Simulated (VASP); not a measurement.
# HfRu (Pm-3m) in VASP: relaxation of cell and atoms with LDA

Aim: the relaxation of cell and atoms of HfRu with LDA.

Everything below comes from runs of VASP 6.6.1. Logs are shortened: lines on timing, memory, paths and dates and some standing lists are left out, and cuts for length are marked.

## (1) The cell of the first run

The structure is cubic, space group Pm-3m (No. 221). Conventional cell: a = 3.167 Å, b = 3.167 Å, c = 3.167 Å, α = 90.00°, β = 90.00°, γ = 90.00°. Within 3.6 Å of Hf (site symmetry m-3m) lie 8 Ru at 2.74 Å and 6 Hf at 3.17 Å. Ru (site symmetry m-3m) has 8 Hf at 2.74 Å and 6 Ru at 3.17 Å within 3.6 Å.

## (2) Relaxation of cell and atoms, LDA

INCAR reads:

```
  PREC = Accurate
  ENCUT = 600
  EDIFF = 1E-6
  ISMEAR = -1
  SIGMA = 0.05
  LREAL = F
  LASPH = T
  NELM = 60
  ALGO = Normal
  ISIF = 3
  LWAVE = F
  LCHARG = F
  GGA = CA
  IBRION = 2
  NSW = 100
  EDIFFG = -0.005
```

KPOINTS reads:

```
regular mesh
0
Gamma
  10 10 10
```

POSCAR reads:

```
HfRu
1.0
    3.1670018895      0.0000000000      0.0000000000
    0.0000000000      3.1670018895      0.0000000000
    0.0000000000      0.0000000000      3.1670018895
Hf Ru
1 1
Direct
    0.0000000000      0.0000000000      0.0000000000
    0.5000000000      0.5000000000      0.5000000000
```

Potentials or basis: VASP PAW LDA potentials, release 64 (Hf_pv, Ru_pv).

Launch:

```console
$ cat potpaw_LDA.64/Hf_pv/POTCAR potpaw_LDA.64/Ru_pv/POTCAR > POTCAR
$ mpirun -np 1 vasp_std > vasp.out
```

OUTCAR:

```text
PREC = Accurate
   ENCUT = 600
   EDIFF = 1E-6
   ISMEAR = -1
   LREAL = F
   LASPH = T
   NELM = 60
   ISIF = 3
   GGA = CA
   IBRION = 2
   NSW = 100
   EDIFFG = -0.005

 ion  position               nearest neighbor table
   1  0.000  0.000  0.000-   2 2.74   2 2.74   2 2.74   2 2.74   2 2.74   2 2.74   2 2.74   2 2.74

   2  0.500  0.500  0.500-   1 2.74   1 2.74   1 2.74   1 2.74   1 2.74   1 2.74   1 2.74   1 2.74

  LATTYP: Found a simple cubic cell.
 ALAT       =     3.1670018895

  Lattice vectors:

 A1 = (   3.1670018895,   0.0000000000,   0.0000000000)
 A2 = (   0.0000000000,   3.1670018895,   0.0000000000)
 A3 = (   0.0000000000,   0.0000000000,   3.1670018895)

Analysis of symmetry for initial positions (statically):
=====================================================================
 Subroutine PRICEL returns:
 Original cell was already a primitive cell.

 Routine SETGRP: Setting up the symmetry group for a
 simple cubic supercell.

 Subroutine GETGRP returns: Found 48 space group operations
 (whereof 48 operations were pure point group operations)
 out of a pool of 48 trial point group operations.

The static configuration has the point symmetry O_h .

Analysis of symmetry for dynamics (positions and initial velocities):
=====================================================================
 Subroutine PRICEL returns:
 Original cell was already a primitive cell.

 Routine SETGRP: Setting up the symmetry group for a
 simple cubic supercell.

 Subroutine GETGRP returns: Found 48 space group operations
 (whereof 48 operations were pure point group operations)
 out of a pool of 48 trial point group operations.

The dynamic configuration has the point symmetry O_h .

 Subroutine INISYM returns: Found 48 space group operations
 (whereof 48 operations are pure point group operations),
 and found     1 'primitive' translations

----------------------------------------------------------------------------------------

                                     Primitive cell

  volume of cell :      31.7647

  direct lattice vectors                    reciprocal lattice vectors
     3.167001889  0.000000000  0.000000000     0.315756048  0.000000000  0.000000000
     0.000000000  3.167001889  0.000000000     0.000000000  0.315756048  0.000000000
     0.000000000  0.000000000  3.167001889     0.000000000  0.000000000  0.315756048

  length of vectors
     3.167001889  3.167001889  3.167001889     0.315756048  0.315756048  0.315756048

  position of ions in fractional coordinates (direct lattice)
     0.000000000  0.000000000  0.000000000
     0.500000000  0.500000000  0.500000000

  ion indices of the primitive-cell ions
   primitive index   ion index
                 1           1
                 2           2

----------------------------------------------------------------------------------------

 KPOINTS: regular mesh

Automatic generation of k-mesh.
 Grid dimensions read from file:
 generate k-points for:   10   10   10

 Generating k-lattice:

  Cartesian coordinates                     Fractional coordinates (reciprocal lattice)
     0.031575605  0.000000000  0.000000000     0.100000000  0.000000000  0.000000000
     0.000000000  0.031575605  0.000000000     0.000000000  0.100000000  0.000000000
     0.000000000  0.000000000  0.031575605     0.000000000  0.000000000  0.100000000

  Length of vectors
     0.031575605  0.031575605  0.031575605

  Shift w.r.t. Gamma in fractional coordinates (k-lattice)
     0.000000000  0.000000000  0.000000000

 Subroutine IBZKPT returns following result:
 ===========================================

 Found     56 irreducible k-points:

 Following reciprocal coordinates:
            Coordinates               Weight
  0.000000  0.000000  0.000000      1.000000
  0.100000  0.000000  0.000000      6.000000
  0.200000  0.000000  0.000000      6.000000
  0.300000  0.000000  0.000000      6.000000
  0.400000  0.000000  0.000000      6.000000
  0.500000  0.000000  0.000000      3.000000
[... 16 lines left out ...]
  0.200000  0.100000  0.100000     24.000000
  0.300000  0.100000  0.100000     24.000000
 [... further k-points ...]
   k-points           NKPTS =     56   k-points in BZ     NKDIM =     56   number of bands    NBANDS=     16
   number of dos      NEDOS =    301   number of ions     NIONS =      2
   total plane-waves  NPLWV =  21952
   dimension x,y,z NGX =    28 NGY =   28 NGZ =   28
   dimension x,y,z NGXF=    56 NGYF=   56 NGZF=   56
   ions per type =               1   1
   NGX,Y,Z   is equivalent  to a cutoff of  14.70, 14.70, 14.70 a.u.
   NGXF,Y,Z  is equivalent  to a cutoff of  29.40, 29.40, 29.40 a.u.
 SYSTEM =  unknown system
   PREC   = accura    normal or accurate (medium, high low for compatibility)
   ISTART =      0    job   : 0-new  1-cont  2-samecut
   ICHARG =      2    charge: 1-file 2-atom 10-const
   ISPIN  =      1    spin polarized calculation?
   LNONCOLLINEAR =      F non collinear calculations
   LSORBIT =      F    spin-orbit coupling
   LASPH  =      T    aspherical Exc in radial PAW
   ENCUT  =  600.0 eV  44.10 Ry    6.64 a.u.   6.33  6.33  6.33*2*pi/ulx,y,z
   NELM   =     60;   NELMIN=  2; NELMDL= -5     # of ELM steps
   EDIFF  = 0.1E-05   stopping-criterion for ELM
   LREAL  =      F    real-space projection
   EDIFFG = -.5E-02   stopping-criterion for IOM
   NSW    =    100    number of steps for IOM
   IBRION =      2    ionic relax: 0-MD 1-quasi-New 2-CG
   NFREE  =      1    steps in history (QN), initial steepest desc. (CG)
   ISIF   =      3    stress and relaxation
   ISYM   =      2    0-nonsym 1-usesym 2-fastsym
   POTIM  = 0.5000    time-step for ionic-motion
   TEBEG  =    0.0;   TEEND  =   0.0 temperature during run
   PSTRESS=    0.0 pullay stress
   NELECT =      24.0000    total number of electrons
   NUPDOWN=      -1.0000    fix difference up-down
   EMIN   =  10.00;   EMAX   =-10.00  energy-range for DOS
   EFERMI =   0.00;   METHOD = LEGACY
   ISMEAR =    -1;   SIGMA  =   0.05  broadening in eV -4-tet -1-fermi 0-gaus
   EFERMI_NEDOS =   21; number of points for ismear=-14 and -15
   IALGO  =     38    algorithm
   IMIX   =      4    mixing-type and parameters
     AMIX     =   0.40;   BMIX     =  1.00
     AMIX_MAG =   1.60;   BMIX_MAG =  1.00
  volume/ion in A,a.u.               =      15.88       107.18
  Fermi-wavevector in a.u.,A,eV,Ry     =   1.491066  2.817707 30.249539  2.223278
  Thomas-Fermi vector in A             =   2.603768
   LORBIT       =      0    0 simple, 1 ext, 2 COOP (PROOUT), +10 PAW based schemes
   GGA     = CA    functional components
   LHFCALC =     F    Hartree Fock is set to
   AEXX    =    0.0000 exact exchange contribution
   IVDW    =     0    specifies the selected vdW correction
   LEPSILON=     F    determine dielectric tensor
   LRPA    =     F    only Hartree local field effects (RPA)
 conjugate gradient relaxation of ions
 non-spin polarized calculation
  energy-cutoff  :      600.00
  volume of cell :       31.76
 maximum number of plane-waves:      1082
 NGX is ok and might be reduce to    28
   NGX = 13   NGY = 13   NGZ = 13

--------------------------------------- Ionic step        1  -------------------------------------------

 number of electron      23.9999999 magnetization

 Free energy of the ion-electron system (eV)
  ---------------------------------------------------
  ext. energy  EPLUGINS =         0.00000000
  ---------------------------------------------------
  free energy    TOTEN  =       -22.97508369 eV

  energy without entropy =      -22.97184381  energy(sigma->0) =      -22.97346375

------------------------ aborting loop because EDIFF is reached ----------------------------------------

  FORCE on cell =-STRESS in cart. coord.  units (eV):
  Direction    XX          YY          ZZ          XY          YZ          ZX
  --------------------------------------------------------------------------------------
  -------------------------------------------------------------------------------------
  Total        0.5598130      0.5598130      0.5598130     -0.0000000      0.0000000      0.0000000
  in kB       28.2363506     28.2363506     28.2363506     -0.0000000      0.0000000      0.0000000
  external PRESSURE =      28.2363506 kB  Pullay stress =       0.0000000 kB
[... 57 lines left out ...]
  energy  without entropy=      -22.9564390341  energy(sigma->0) =      -22.95844465

--------------------------------------- Ionic step        3  -------------------------------------------

 number of electron      24.0000003 magnetization

 Free energy of the ion-electron system (eV)
  ---------------------------------------------------
  ext. energy  EPLUGINS =         0.00000000
  ---------------------------------------------------
  free energy    TOTEN  =       -22.97845483 eV

  energy without entropy =      -22.97506324  energy(sigma->0) =      -22.97675904

 E-fermi :   9.0233     XC(G=0): -13.2116

 val. band max:        8.9235517950   @ k =   0.5000   0.1000   0.1000
 cond. band min:       9.0311472785   @ k =   0.5000   0.5000   0.0000
 fundamental gap:      0.1075954835
 Fermi energy:         9.0232986879

 k-point     1 :       0.0000    0.0000    0.0000
  band No.  band energies     occupation
      1     -33.4715      2.00000
      2     -33.4715      2.00000
      3     -33.4715      2.00000
      4     -21.1696      2.00000
      5     -21.1696      2.00000
      6     -21.1696      2.00000
[... 8 lines left out ...]
     15      14.9658      0.00000
     16      14.9658      0.00000
[... 420 lines left out ...]
  band No.  band energies     occupation
      1     -33.5357      2.00000
      2     -33.4708      2.00000
      3     -33.4708      2.00000
      4     -21.4808      2.00000
      5     -21.2028      2.00000
      6     -21.2009      2.00000
[... 8 lines left out ...]
     15      11.5373      0.00000
     16      11.6483      0.00000

 [... further k-points ...]

------------------------ aborting loop because EDIFF is reached ----------------------------------------

  FORCE on cell =-STRESS in cart. coord.  units (eV):
  Direction    XX          YY          ZZ          XY          YZ          ZX
  --------------------------------------------------------------------------------------
  -------------------------------------------------------------------------------------
  Total       -0.0004279     -0.0004279     -0.0004279      0.0000000     -0.0000000      0.0000000
  in kB       -0.0213247     -0.0213247     -0.0213247      0.0000000     -0.0000000      0.0000000
  external PRESSURE =      -0.0213247 kB  Pullay stress =       0.0000000 kB
[... 17 lines left out ...]
  FREE ENERGIE OF THE ION-ELECTRON SYSTEM (eV)
  ---------------------------------------------------
  free  energy   TOTEN  =       -22.9784548329 eV

  energy  without entropy=      -22.9750632428  energy(sigma->0) =      -22.97675904

 reached required accuracy - stopping structural energy minimisation
```

Wall time 55 s (1 thread of Intel Xeon Platinum 8259CL at 2.50GHz (Skylake/Cascade Lake), shared host); peak memory 0.18 GiB.

What came out:

- Free energy: -22.9785 eV
- Relaxed volume: 16.07 Å³/atom
- Relaxed cell: a = 3.180 Å, b = 3.180 Å, c = 3.180 Å, α = 90.00°, β = 90.00°, γ = 90.00°
- Space group after relaxing (to 0.1 Å): Pm-3m (No. 221)
- Energy gained by relaxing: 1.7 meV/atom
- Ionic steps: 3
- Pressure after relaxing: 0.0 GPa
- Band gap on the k mesh: zero (bands 12 and 13 overlap by 1.74 eV)

Step by step:
```csv
step,energy change (eV),largest force (eV/Å),pressure (GPa),volume (Å³)
1,0.0000,0.0000,2.82,31.76
2,0.0146,0.0000,-6.05,33.07
3,-0.0034,0.0000,0.00,32.15
```

Final structure:
```
Hf Ru
1.0
     3.17974    0.00000    0.00000
     0.00000    3.17974    0.00000
     0.00000    0.00000    3.17974
Hf Ru
1 1
Cartesian
  0.0000 0.0000 0.0000
  1.5899 1.5899 1.5899
```

Caveat: spin-orbit coupling is left out, which moves the levels of the heavy elements.

The gap in the log of VASP goes by the Fermi energy; the results here count the filled bands.